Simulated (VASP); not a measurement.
# CuSi16 (a cell with a defect) in VASP: relaxation of the atoms with PBE

Aim: the relaxation of the atoms of CuSi16 (a cell with a defect) with PBE.

Program: VASP 6.6.1. These are calculated values, not measurements. Logs are shortened: lines on timing, memory, paths and dates and some standing lists are left out, and cuts for length are marked.

### 1 The cell of the first run

The cell holds a defect, 17 atoms: a = 7.679 Å, b = 7.679 Å, c = 7.679 Å, α = 60.00°, β = 60.00°, γ = 60.00°.

### 2 Relaxation of the atoms, PBE

Input file INCAR:

```
PREC = Accurate
ENCUT = 520
EDIFF = 1E-6
ISMEAR = 0
SIGMA = 0.02
LREAL = Auto
LASPH = True
NELM = 100
ALGO = Normal
ISIF = 2
LWAVE = False
LCHARG = False
GGA = PE
IBRION = 2
NSW = 80
EDIFFG = -0.03
NELECT = 74.0
```

Input file KPOINTS:

```
regular mesh
0
Gamma
  2 2 2
```

Input file POSCAR:

```
CuSi16
1.0
    0.0000000000      5.4300000000      5.4300000000
    5.4300000000      0.0000000000      5.4300000000
    5.4300000000      5.4300000000      0.0000000000
Si Cu
16 1
Direct
    0.0000000000      0.0000000000      0.0000000000
    0.1250000000      0.1250000000      0.1250000000
    0.0000000000      0.0000000000      0.5000000000
    0.1250000000      0.1250000000      0.6250000000
    0.0000000000      0.5000000000      0.0000000000
    0.1250000000      0.6250000000      0.1250000000
    0.0000000000      0.5000000000      0.5000000000
    0.1250000000      0.6250000000      0.6250000000
    0.5000000000      0.0000000000      0.0000000000
    0.6250000000      0.1250000000      0.1250000000
    0.5000000000      0.0000000000      0.5000000000
    0.6250000000      0.1250000000      0.6250000000
    0.5000000000      0.5000000000      0.0000000000
    0.6250000000      0.6250000000      0.1250000000
    0.5000000000      0.5000000000      0.5000000000
    0.6250000000      0.6250000000      0.6250000000
    0.5640239400      0.3102607700      0.3162423400
```

Potentials or basis: VASP PAW PBE potentials, release 64 (Si, Cu).

Run with:

```sh
cat potpaw_PBE.64/Si/POTCAR potpaw_PBE.64/Cu/POTCAR > POTCAR
mpirun -np 1 vasp_std > vasp.out
```

OUTCAR:

```text
PREC = Accurate
   ENCUT = 520
   EDIFF = 1E-6
   ISMEAR = 0
   LREAL = Auto
   LASPH = True
   NELM = 100
   ISIF = 2
   GGA = PE
   IBRION = 2
   NSW = 80
   EDIFFG = -0.03
   NELECT = 74.0

 ion  position               nearest neighbor table
   1  0.000  0.000  0.000-   2 2.35   4 2.35   6 2.35  10 2.35
   2  0.125  0.125  0.125-   1 2.35   3 2.35   5 2.35   9 2.35
   3  0.000  0.000  0.500-   2 2.35   4 2.35   8 2.35  12 2.35
   4  0.125  0.125  0.625-   1 2.35   3 2.35   7 2.35  11 2.35
   5  0.000  0.500  0.000-   2 2.35   6 2.35   8 2.35  14 2.35
   6  0.125  0.625  0.125-   1 2.35   5 2.35   7 2.35  13 2.35
   7  0.000  0.500  0.500-   4 2.35   6 2.35   8 2.35  16 2.35
   8  0.125  0.625  0.625-   3 2.35   5 2.35   7 2.35  15 2.35
   9  0.500  0.000  0.000-   2 2.35  10 2.35  12 2.35  14 2.35
  10  0.625  0.125  0.125-  17 2.27   9 2.35  11 2.35  13 2.35   1 2.35
  11  0.500  0.000  0.500-  17 2.24  10 2.35  12 2.35  16 2.35   4 2.35
  12  0.625  0.125  0.625-  17 2.22   9 2.35  11 2.35  15 2.35   3 2.35
  13  0.500  0.500  0.000-  17 2.28  10 2.35  14 2.35  16 2.35   6 2.35
  14  0.625  0.625  0.125-  17 2.26   9 2.35  13 2.35  15 2.35   5 2.35
  15  0.500  0.500  0.500-  17 2.24  12 2.35  14 2.35  16 2.35   8 2.35
  16  0.625  0.625  0.625-   7 2.35  11 2.35  13 2.35  15 2.35
  17  0.564  0.310  0.316-  12 2.22  15 2.24  11 2.24  14 2.26  10 2.27  13 2.28

  LATTYP: Found a face centered cubic cell.
 ALAT       =    10.8600000000

  Lattice vectors:

 A1 = (   0.0000000000,   5.4300000000,   5.4300000000)
 A2 = (   5.4300000000,   0.0000000000,   5.4300000000)
 A3 = (   5.4300000000,   5.4300000000,   0.0000000000)

Analysis of symmetry for initial positions (statically):
=====================================================================
 Subroutine PRICEL returns:
 Original cell was already a primitive cell.

 Routine SETGRP: Setting up the symmetry group for a
 face centered cubic supercell.

 Subroutine GETGRP returns: Found  1 space group operations
 (whereof  1 operations were pure point group operations)
 out of a pool of 48 trial point group operations.

The static configuration has the point symmetry C_1 .

Analysis of symmetry for dynamics (positions and initial velocities):
=====================================================================
 Subroutine PRICEL returns:
 Original cell was already a primitive cell.

 Routine SETGRP: Setting up the symmetry group for a
 face centered cubic supercell.

 Subroutine GETGRP returns: Found  1 space group operations
 (whereof  1 operations were pure point group operations)
 out of a pool of 48 trial point group operations.

The dynamic configuration has the point symmetry C_1 .

 Subroutine INISYM returns: Found  1 space group operations
 (whereof  1 operations are pure point group operations),
 and found     1 'primitive' translations

----------------------------------------------------------------------------------------

                                     Primitive cell

  volume of cell :     320.2060

  direct lattice vectors                    reciprocal lattice vectors
     0.000000000  5.430000000  5.430000000    -0.092081031  0.092081031  0.092081031
     5.430000000  0.000000000  5.430000000     0.092081031 -0.092081031  0.092081031
     5.430000000  5.430000000  0.000000000     0.092081031  0.092081031 -0.092081031

  length of vectors
     7.679179644  7.679179644  7.679179644     0.159489025  0.159489025  0.159489025

  position of ions in fractional coordinates (direct lattice)
     0.000000000  0.000000000  0.000000000
     0.125000000  0.125000000  0.125000000
     0.000000000  0.000000000  0.500000000
     0.125000000  0.125000000  0.625000000
     0.000000000  0.500000000  0.000000000
     0.125000000  0.625000000  0.125000000
[... 9 lines left out ...]
     0.625000000  0.625000000  0.625000000
     0.564023940  0.310260770  0.316242340

  ion indices of the primitive-cell ions
   primitive index   ion index
                 1           1
                 2           2
                 3           3
                 4           4
                 5           5
                 6           6
[... 9 lines left out ...]
                16          16
                17          17

----------------------------------------------------------------------------------------

 KPOINTS: regular mesh

Automatic generation of k-mesh.
 Grid dimensions read from file:
 generate k-points for:    2    2    2

 Generating k-lattice:

  Cartesian coordinates                     Fractional coordinates (reciprocal lattice)
    -0.046040516  0.046040516  0.046040516     0.500000000  0.000000000  0.000000000
     0.046040516 -0.046040516  0.046040516     0.000000000  0.500000000  0.000000000
     0.046040516  0.046040516 -0.046040516     0.000000000  0.000000000  0.500000000

  Length of vectors
     0.079744512  0.079744512  0.079744512

  Shift w.r.t. Gamma in fractional coordinates (k-lattice)
     0.000000000  0.000000000  0.000000000

 Subroutine IBZKPT returns following result:
 ===========================================

 Found      8 irreducible k-points:

 Following reciprocal coordinates:
            Coordinates               Weight
  0.000000  0.000000  0.000000      1.000000
  0.500000  0.000000  0.000000      1.000000
  0.000000  0.500000  0.000000      1.000000
  0.000000  0.000000  0.500000      1.000000
  0.500000  0.500000  0.500000      1.000000
  0.500000  0.500000  0.000000      1.000000
  0.000000  0.500000  0.500000      1.000000
  0.500000  0.000000  0.500000      1.000000
   k-points           NKPTS =      8   k-points in BZ     NKDIM =      8   number of bands    NBANDS=     46
   number of dos      NEDOS =    301   number of ions     NIONS =     17
   total plane-waves  NPLWV = 216000
   dimension x,y,z NGX =    60 NGY =   60 NGZ =   60
   dimension x,y,z NGXF=   120 NGYF=  120 NGZF=  120
   ions per type =              16   1
   NGX,Y,Z   is equivalent  to a cutoff of  12.99, 12.99, 12.99 a.u.
   NGXF,Y,Z  is equivalent  to a cutoff of  25.98, 25.98, 25.98 a.u.
 SYSTEM =  unknown system
   PREC   = accura    normal or accurate (medium, high low for compatibility)
   ISTART =      0    job   : 0-new  1-cont  2-samecut
   ICHARG =      2    charge: 1-file 2-atom 10-const
   ISPIN  =      1    spin polarized calculation?
   LNONCOLLINEAR =      F non collinear calculations
   LSORBIT =      F    spin-orbit coupling
   LASPH  =      T    aspherical Exc in radial PAW
   ENCUT  =  520.0 eV  38.22 Ry    6.18 a.u.  14.28 14.28 14.28*2*pi/ulx,y,z
   NELM   =    100;   NELMIN=  2; NELMDL= -5     # of ELM steps
   EDIFF  = 0.1E-05   stopping-criterion for ELM
   LREAL  =      T    real-space projection
   EDIFFG = -.3E-01   stopping-criterion for IOM
   NSW    =     80    number of steps for IOM
   IBRION =      2    ionic relax: 0-MD 1-quasi-New 2-CG
   NFREE  =      1    steps in history (QN), initial steepest desc. (CG)
   ISIF   =      2    stress and relaxation
   ISYM   =      2    0-nonsym 1-usesym 2-fastsym
   POTIM  = 0.5000    time-step for ionic-motion
   TEBEG  =    0.0;   TEEND  =   0.0 temperature during run
   PSTRESS=    0.0 pullay stress
   NELECT =      74.0000    total number of electrons
   NUPDOWN=      -1.0000    fix difference up-down
   EMIN   =  10.00;   EMAX   =-10.00  energy-range for DOS
   EFERMI =   0.00;   METHOD = LEGACY
   ISMEAR =     0;   SIGMA  =   0.02  broadening in eV -4-tet -1-fermi 0-gaus
   EFERMI_NEDOS =   21; number of points for ismear=-14 and -15
   IALGO  =     38    algorithm
   IMIX   =      4    mixing-type and parameters
     AMIX     =   0.40;   BMIX     =  1.00
     AMIX_MAG =   1.60;   BMIX_MAG =  1.00
  volume/ion in A,a.u.               =      18.84       127.11
  Fermi-wavevector in a.u.,A,eV,Ry     =   1.004636  1.898488 13.732283  1.009294
  Thomas-Fermi vector in A             =   2.137265
   LORBIT       =      0    0 simple, 1 ext, 2 COOP (PROOUT), +10 PAW based schemes
   GGA     = PE    functional components
   LHFCALC =     F    Hartree Fock is set to
   AEXX    =    0.0000 exact exchange contribution
   IVDW    =     0    specifies the selected vdW correction
   LEPSILON=     F    determine dielectric tensor
   LRPA    =     F    only Hartree local field effects (RPA)
 conjugate gradient relaxation of ions
 non-spin polarized calculation
 Gauss-broadening in eV      SIGMA  =   0.02
  energy-cutoff  :      520.00
  volume of cell :      320.21
 maximum number of plane-waves:      8646
 NGX is ok and might be reduce to    60
   NGX = 29   NGY = 29   NGZ = 29

--------------------------------------- Ionic step        1  -------------------------------------------

 number of electron      74.0000004 magnetization

 Free energy of the ion-electron system (eV)
  ---------------------------------------------------
  ext. energy  EPLUGINS =         0.00000000
  ---------------------------------------------------
  free energy    TOTEN  =       -93.55260512 eV

  energy without entropy =      -93.55051131  energy(sigma->0) =      -93.55155822

------------------------ aborting loop because EDIFF is reached ----------------------------------------

  FORCE on cell =-STRESS in cart. coord.  units (eV):
  Direction    XX          YY          ZZ          XY          YZ          ZX
  --------------------------------------------------------------------------------------
  -------------------------------------------------------------------------------------
  Total        2.3165499      2.3427575      2.3082608      2.1694094     -2.1693594      2.1560033
  in kB       11.5910492     11.7221814     11.5495743     10.8548198    -10.8545694     10.7877412
  external PRESSURE =      11.6209350 kB  Pullay stress =       0.0000000 kB
[... 134 lines left out ...]
  FREE ENERGIE OF THE ION-ELECTRON SYSTEM (eV)
  ---------------------------------------------------
  free  energy   TOTEN  =       -93.9943943664 eV

  energy  without entropy=      -93.9943861703  energy(sigma->0) =      -93.99439027

[... ionic steps 4 to 12 ...]

--------------------------------------- Ionic step       13  -------------------------------------------

 number of electron      73.9999997 magnetization

------------------------ aborting loop because EDIFF is reached ----------------------------------------

  FORCE on cell =-STRESS in cart. coord.  units (eV):
  Direction    XX          YY          ZZ          XY          YZ          ZX
  --------------------------------------------------------------------------------------
  -------------------------------------------------------------------------------------
  Total       -1.2218303     -1.2230745     -1.2220601     -0.5396376      0.5297053     -0.5141637
  in kB       -6.1135290     -6.1197548     -6.1146791     -2.7001215      2.6504244     -2.5726608
  external PRESSURE =      -6.1159876 kB  Pullay stress =       0.0000000 kB
[... 87 lines left out ...]
  energy  without entropy=      -94.1596082979  energy(sigma->0) =      -94.16002229

--------------------------------------- Ionic step       15  -------------------------------------------

 number of electron      73.9999997 magnetization

 Free energy of the ion-electron system (eV)
  ---------------------------------------------------
  ext. energy  EPLUGINS =         0.00000000
  ---------------------------------------------------
  free energy    TOTEN  =       -94.16072132 eV

  energy without entropy =      -94.15977952  energy(sigma->0) =      -94.16025042

 E-fermi :   6.4242     XC(G=0):  -9.6187

 val. band max:        6.4025815093   @ k =   0.0000   0.0000   0.0000
 cond. band min:       6.4490958571   @ k =   0.0000   0.0000   0.0000
 fundamental gap:      0.0465143478
 Fermi energy:         6.4241637084

 k-point     1 :       0.0000    0.0000    0.0000
  band No.  band energies     occupation
      1      -5.9034      2.00000
      2      -3.5557      2.00000
      3      -3.5076      2.00000
      4      -3.5069      2.00000
      5      -3.4736      2.00000
      6      -1.9438      2.00000
[... 425 lines left out ...]
  FREE ENERGIE OF THE ION-ELECTRON SYSTEM (eV)
  ---------------------------------------------------
  free  energy   TOTEN  =       -94.1607213216 eV

  energy  without entropy=      -94.1597795221  energy(sigma->0) =      -94.16025042

 reached required accuracy - stopping structural energy minimisation
```

It took 71 min on 1 thread of Oxide Virtual Turin-like, shared host; peak memory 0.53 GiB.

Results:

```
Free energy                  : -94.1607 eV
Energy gained by relaxing    : 35.8 meV/atom
Ionic steps                  : 15
Largest force after relaxing : 0.024 eV/Å
```

Forces in eV/Å, atoms in the order of the input:
```
Si   0.010  0.001 -0.005
Si  -0.010  0.005  0.011
Si   0.002 -0.011 -0.003
Si  -0.001  0.002  0.007
Si   0.004  0.000 -0.009
Si  -0.001  0.010  0.003
Si   0.005 -0.007 -0.007
Si  -0.008  0.002  0.001
Si  -0.006  0.006  0.004
Si   0.000 -0.008  0.005
Si  -0.001 -0.004 -0.001
Si  -0.001  0.003  0.003
Si  -0.005 -0.003  0.001
Si  -0.005 -0.007 -0.001
Si   0.003 -0.002 -0.001
Si   0.004 -0.008 -0.003
Cu   0.011  0.020 -0.007
```

The path:
```
step  energy change (eV)  largest force (eV/Å)  pressure (GPa)
   1              0.0000                1.9489            1.16
   2             -0.4415                0.4950            0.22
   3             -0.4418                0.4985            0.23
   4             -0.4840                0.3342            0.18
   5             -0.4943                0.2751            0.14
   6             -0.5150                0.1760            0.09
   7             -0.5274                0.3899            0.04
   8             -0.5420                0.3373            0.01
   9             -0.5761                0.1951           -0.15
  10             -0.5980                0.2328           -0.48
  11             -0.6061                0.0704           -0.65
  12             -0.6065                0.0727           -0.63
  13             -0.6077                0.0344           -0.61
  14             -0.6078                0.0522           -0.59
  15             -0.6081                0.0239           -0.59
```

Final structure:
```
Si Cu
1.0
     0.00000    5.43000    5.43000
     5.43000    0.00000    5.43000
     5.43000    5.43000    0.00000
Si Cu
16 1
Direct
  0.99236 0.99855 0.99882
  0.08864 0.13703 0.13738
  0.99219 0.99856 0.51068
  0.13283 0.11467 0.62635
  0.99233 0.51033 0.99880
  0.13272 0.62613 0.11505
  0.03582 0.48793 0.48836
  0.13287 0.62617 0.62632
  0.46058 0.01293 0.01359
  0.62164 0.11761 0.11805
  0.50356 0.98229 0.50748
  0.62142 0.11775 0.64323
  0.50337 0.50703 0.98258
  0.62160 0.64273 0.11813
  0.50359 0.50670 0.50751
  0.66398 0.61194 0.61229
  0.56452 0.31190 0.31165
```

Caveat: the k points lie up to 0.50 Å⁻¹ apart; the cell carries a net charge on a neutralising background, which shifts energy and pressure; the cell is charged against a uniform background, so pressure and absolute levels hang on convention.
